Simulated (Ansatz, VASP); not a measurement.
Two plane-wave programs on P

```
CELL_PARAMETERS angstrom
1.68004 -5.72736 0.00000
1.68004 5.72736 0.00000
0.00000 0.00000 4.69451
ATOMIC_POSITIONS crystal
P 0.09407 0.90593 0.91372
P 0.59407 0.40593 0.58628
P 0.90593 0.09407 0.08628
P 0.40593 0.59407 0.41372
```

Change from the starting cell: strain +0.015 along x and y, +0.030 along z, atoms carried along.

Alike in both runs: task single point; functional PBE; k mesh 10 × 10 × 8; occupations gaussian, width 0.03 eV; no spin polarisation.

|  | VASP | Ansatz |
| --- | --- | --- |
| version | VASP 6.6.1 | Ansatz 0.2.0 |
| potentials or method | VASP PAW PBE potentials, release 64 (P), cutoff 520 eV | scalar-relativistic, plane waves, PAW |
| valence electrons in the cell | 20 | 20 |

|  | VASP | Ansatz | Ansatz less VASP |
| --- | --- | --- | --- |
| gap on the k mesh at the Fermi level (eV) | 0.35 | 0.33 | -0.018 |
| least direct gap on the mesh (eV) | 0.35 | 0.33 | -0.018 |
| pressure (GPa) | -3.8 | -3.6 | +0.26 |
| traceless stress, the component that is largest in VASP (GPa) | 1.17 | 1.17 | -0.003 |
| rms of the force components (eV/Å) | 0.321 | 0.296 | -0.0256 |

Atom by atom the forces differ by 0.026 eV/Å (rms over components).
